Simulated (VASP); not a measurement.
# AlN in VASP: single point with PBE

Aim: the single point of AlN with PBE.

All numbers are computed with VASP 6.6.1; they aren't measurements. Logs are shortened: lines on timing, memory, paths and dates and some standing lists are left out, and cuts for length are marked.

## Step 1: The cell of the first run

The cell holds a wire or tube with vacuum around it, 4 atoms: a = 10.800 Å, b = 9.300 Å, c = 3.514 Å, α = 90.00°, β = 90.00°, γ = 90.00°.

## Step 2: Single point, PBE, collinear spin, ferromagnetic start

INCAR

```
SYSTEM = AlN
  ALGO = Normal
  EDIFF = 1E-6
  ENCUT = 520
  GGA = PE
  ISIF = 2
  ISMEAR = 0
  ISPIN = 2
  LASPH = .True.
  LCHARG = .False.
  LORBIT = 11
  LREAL = .False.
  LWAVE = .False.
  MAGMOM = 0.5 0.5 0.5 0.5
  NBANDS = 20
  NELM = 150
  PREC = Accurate
  SIGMA = 0.05
```

KPOINTS

```
k-points
0
Gamma
  1 1 19
  0 0 0
```

POSCAR

```
AlN
1.0
   10.8000000000      0.0000000000      0.0000000000
    0.0000000000      9.3000000000      0.0000000000
    0.0000000000      0.0000000000      3.5136286914
Al N
2 2
Direct
    0.4184622730      0.5000000000      0.0000000000
    0.5815377270      0.5000000000      0.5000000000
    0.3996245794      0.5000000000      0.5000000000
    0.6003754206      0.5000000000      0.0000000000
```

Potentials or basis: VASP PAW PBE potentials, release 64 (Al, N).

The run is started by

```
$ cat potpaw_PBE.64/Al/POTCAR potpaw_PBE.64/N/POTCAR > POTCAR
$ mpirun -np 1 vasp_std > vasp.out
```

OUTCAR:

```text
SYSTEM = AlN
   EDIFF = 1E-6
   ENCUT = 520
   GGA = PE
   ISIF = 2
   ISMEAR = 0
   ISPIN = 2
   LASPH = .True.
   LORBIT = 11
   LREAL = .False.
   NELM = 150
   PREC = Accurate

 ion  position               nearest neighbor table
   1  0.418  0.500  0.000-   3 1.77   3 1.77   4 1.96   2 2.49   2 2.49
   2  0.582  0.500  0.500-   4 1.77   4 1.77   3 1.96   1 2.49   1 2.49
   3  0.400  0.500  0.500-   1 1.77   1 1.77   2 1.96
   4  0.600  0.500  0.000-   2 1.77   2 1.77   1 1.96

  LATTYP: Found a simple orthorhombic cell.
 ALAT       =     3.5136286914
 B/A-ratio  =     2.6468363099
 C/A-ratio  =     3.0737453922

  Lattice vectors:

 A1 = (   0.0000000000,   0.0000000000,  -3.5136286914)
 A2 = (   0.0000000000,   9.3000000000,   0.0000000000)
 A3 = (  10.8000000000,   0.0000000000,   0.0000000000)

Analysis of symmetry for initial positions (statically):
=====================================================================
 Subroutine PRICEL returns:
 Original cell was already a primitive cell.

 Routine SETGRP: Setting up the symmetry group for a
 simple orthorhombic supercell.

 Subroutine GETGRP returns: Found  8 space group operations
 (whereof  4 operations were pure point group operations)
 out of a pool of  8 trial point group operations.

The static configuration has the point symmetry C_2v.
 The point group associated with its full space group is D_2h.

Analysis of symmetry for dynamics (positions and initial velocities):
=====================================================================
 Subroutine PRICEL returns:
 Original cell was already a primitive cell.

 Routine SETGRP: Setting up the symmetry group for a
 simple orthorhombic supercell.

 Subroutine GETGRP returns: Found  8 space group operations
 (whereof  4 operations were pure point group operations)
 out of a pool of  8 trial point group operations.

The dynamic configuration has the point symmetry C_2v.
 The point group associated with its full space group is D_2h.

Analysis of structural, dynamic, and magnetic symmetry:
=====================================================================
 Subroutine PRICEL returns:
 Original cell was already a primitive cell.

 Routine SETGRP: Setting up the symmetry group for a
 simple orthorhombic supercell.

 Subroutine GETGRP returns: Found  8 space group operations
 (whereof  4 operations were pure point group operations)
 out of a pool of  8 trial point group operations.

[... 117 lines left out ...]
   AEXX    =    0.0000 exact exchange contribution
   IVDW    =     0    specifies the selected vdW correction
   LEPSILON=     F    determine dielectric tensor
   LRPA    =     F    only Hartree local field effects (RPA)
 spin polarized calculation
 Gauss-broadening in eV      SIGMA  =   0.05
  energy-cutoff  :      520.00
  volume of cell :      352.91
 maximum number of plane-waves:      9547
   NGX = 41   NGY = 35   NGZ = 13

 number of electron      15.9999999 magnetization       0.0000207

 number of electron      15.9999999 magnetization      -0.0000093

 Free energy of the ion-electron system (eV)
  ---------------------------------------------------
  ext. energy  EPLUGINS =         0.00000000
  ---------------------------------------------------
  free energy    TOTEN  =       -25.01595980 eV

  energy without entropy =      -25.01595980  energy(sigma->0) =      -25.01595980

 E-fermi :  -3.9209     XC(G=0):  -2.5068

 val. band max:       -4.2084250179   @ k =   0.0000   0.0000   0.2632
 cond. band min:      -1.5118725036   @ k =   0.0000   0.0000   0.0000
 fundamental gap:      2.6965525143
 Fermi energy:        -3.9208893201

 spin component 1

 k-point     1 :       0.0000    0.0000    0.0000
  band No.  band energies     occupation
      1     -18.0914      1.00000
      2     -16.2340      1.00000
      3      -7.5756      1.00000
      4      -6.8773      1.00000
      5      -6.4012      1.00000
      6      -5.8831      1.00000
[... 206 lines left out ...]
      6      -4.8895      1.00000
[... 12 lines left out ...]
     19       5.0527      0.00000
     20       5.4715      0.00000
 Fermi energy:        -3.9208893201

 spin component 2

 k-point     1 :       0.0000    0.0000    0.0000
  band No.  band energies     occupation
      1     -18.0914      1.00000
      2     -16.2340      1.00000
      3      -7.5756      1.00000
      4      -6.8773      1.00000
      5      -6.4012      1.00000
      6      -5.8831      1.00000
[... 219 lines left out ...]
     19       5.0504      0.00000
     20       5.3862      0.00000

------------------------ aborting loop because EDIFF is reached ----------------------------------------

  FORCE on cell =-STRESS in cart. coord.  units (eV):
  Direction    XX          YY          ZZ          XY          YZ          ZX
  --------------------------------------------------------------------------------------
  -------------------------------------------------------------------------------------
  Total       -0.0066707     -0.0056090      0.0536540      0.0000000      0.0000000      0.0000000
  in kB       -0.0302844     -0.0254645      0.2435847      0.0000000      0.0000000      0.0000000
  external PRESSURE =       0.0626119 kB  Pullay stress =       0.0000000 kB

 VOLUME and BASIS-vectors are now :
 -----------------------------------------------------------------------------
  energy-cutoff  :      520.00
  volume of cell :      352.91
      direct lattice vectors                 reciprocal lattice vectors
    10.800000000  0.000000000  0.000000000     0.092592593  0.000000000  0.000000000
     0.000000000  9.300000000  0.000000000     0.000000000  0.107526882  0.000000000
     0.000000000  0.000000000  3.513628691     0.000000000  0.000000000  0.284606055

 POSITION                                       TOTAL-FORCE (eV/Angst)
 -----------------------------------------------------------------------------------
      4.51939      4.65000      0.00000         0.005819      0.000000      0.000000
      6.28061      4.65000      1.75681        -0.005819      0.000000      0.000000
      4.31595      4.65000      1.75681        -0.009336      0.000000      0.000000
      6.48405      4.65000      0.00000         0.009336      0.000000      0.000000
 -----------------------------------------------------------------------------------
    total drift:                               -0.000000     -0.000000      0.000000

  FREE ENERGIE OF THE ION-ELECTRON SYSTEM (eV)
  ---------------------------------------------------
  free  energy   TOTEN  =       -25.0159598047 eV

  energy  without entropy=      -25.0159598047  energy(sigma->0) =      -25.01595980

 total charge

# of ion       s       p       d       tot
------------------------------------------
    1        0.387   0.441   0.000   0.828
    2        0.387   0.441   0.000   0.828
    3        1.233   2.552   0.000   3.785
    4        1.233   2.552   0.000   3.785
--------------------------------------------------
tot          3.239   5.987   0.000   9.226

 magnetization (x)

# of ion       s       p       d       tot
------------------------------------------
    1        0.000  -0.000   0.000  -0.000
    2        0.000  -0.000   0.000  -0.000
    3        0.000   0.000   0.000   0.000
    4        0.000   0.000   0.000   0.000
--------------------------------------------------
tot          0.000   0.000   0.000   0.000
```

OSZICAR:

```text
N       E                     dE             d eps       ncg     rms          rms(c)
DAV:   1     0.112614787244E+03    0.11261E+03   -0.47198E+03   816   0.530E+02
[... 18 lines left out ...]
DAV:  20    -0.250159082124E+02   -0.86354E-04   -0.10110E-05   812   0.152E-02    0.196E-03
DAV:  21    -0.250159204481E+02   -0.12236E-04   -0.47029E-06   820   0.108E-02    0.127E-03
DAV:  22    -0.250159452881E+02   -0.24840E-04   -0.10406E-06   808   0.570E-03    0.641E-04
DAV:  23    -0.250159510319E+02   -0.57439E-05   -0.13058E-06   848   0.514E-03    0.534E-04
DAV:  24    -0.250159577838E+02   -0.67518E-05   -0.55544E-07   732   0.420E-03    0.458E-04
DAV:  25    -0.250159592501E+02   -0.14663E-05   -0.18334E-07   716   0.212E-03    0.239E-04
DAV:  26    -0.250159598047E+02   -0.55458E-06   -0.10664E-07   660   0.165E-03
   1 F= -.25015960E+02 E0= -.25015960E+02  d E =-.204919E-16  mag=    -0.0000
```

stdout:

```text
POSCAR found type information on POSCAR AlN
 POSCAR found :  2 types and       4 ions
 scaLAPACK will be used
 LDA part: xc-table for (Slater+PW92), standard interpolation
 POSCAR, INCAR and KPOINTS ok, starting setup
 FFT: planning ... GRIDC
 FFT: planning ... GRID_SOFT
 FFT: planning ... GRID
 WAVECAR not read
 entering main loop
```

It took 5.5 min on 1 thread of Intel Xeon 8259CL, shared host; peak memory 0.57 GiB.

Results:

* Free energy: -25.0160 eV
* Largest force: 0.009 eV/Å
* Band gap on the k mesh: 2.70 eV (least direct gap 2.77 eV)
* Net moment: 0.00 μB per cell
* Valence electrons inside the program's atomic spheres: Al 0.83; N 3.79

Forces on the atoms (eV/Å):
```
Al   0.006  0.000  0.000
Al  -0.006  0.000  0.000
N   -0.009  0.000  0.000
N    0.009  0.000  0.000
```

Levels at points of the mesh, in eV from the valence-band top:
Spin up:
```tsv
k point	band 6	band 7	band 8	band 9	band 10	band 11
(0.00, 0.00, 0.00)	-1.67	-0.77	-0.07	2.70	4.81	5.58
```
Spin down:
```tsv
k point	band 4	band 5	band 6	band 7	band 8	band 9	band 10	band 11	band 12	band 13
(0.00, 0.00, 0.00)	-2.67	-2.19	-1.67	-0.77	-0.07	2.70	4.81	5.58	5.67	5.78
```
